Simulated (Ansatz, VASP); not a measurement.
**ZrO2 in VASP and in Ansatz**

```
CELL_PARAMETERS angstrom
0.00000 2.53218 2.53218
2.53218 0.00000 2.53218
2.53218 2.53218 0.00000
ATOMIC_POSITIONS crystal
Zr 0.00000 0.00000 0.00000
O 0.25000 0.25000 0.25000
O 0.75000 0.75000 0.75000
```

Alike in both runs: functional PBEsol; k mesh 8 × 8 × 8; occupations gaussian, width 0.02 eV; no spin polarisation.

Ansatz relaxed the structure, and its values are those at the end. VASP's run is a single point on that final structure, the one shown.

|  | VASP | Ansatz |
| --- | --- | --- |
| version | VASP 6.6.1 | Ansatz 0.2.0 |
| potentials or method | VASP PAW PBE potentials, release 64 (Zr_sv, O), cutoff 600 eV | scalar-relativistic, plane waves, PAW |
| valence electrons in the cell | 24 | 24 |

|  | VASP | Ansatz | Ansatz less VASP |
| --- | --- | --- | --- |
| gap on the k mesh at the Fermi level (eV) | 3.32 | 3.33 | +0.008 |
| least direct gap on the mesh (eV) | 3.76 | 3.76 | +0.004 |
| pressure (GPa) | 0.2 | 0.0 | -0.22 |

VASP's potentials were made for PBE, not for PBEsol, and Ansatz warns of the same on its side. With one functional, cell and mesh, what is left measures potentials, basis and numerics.
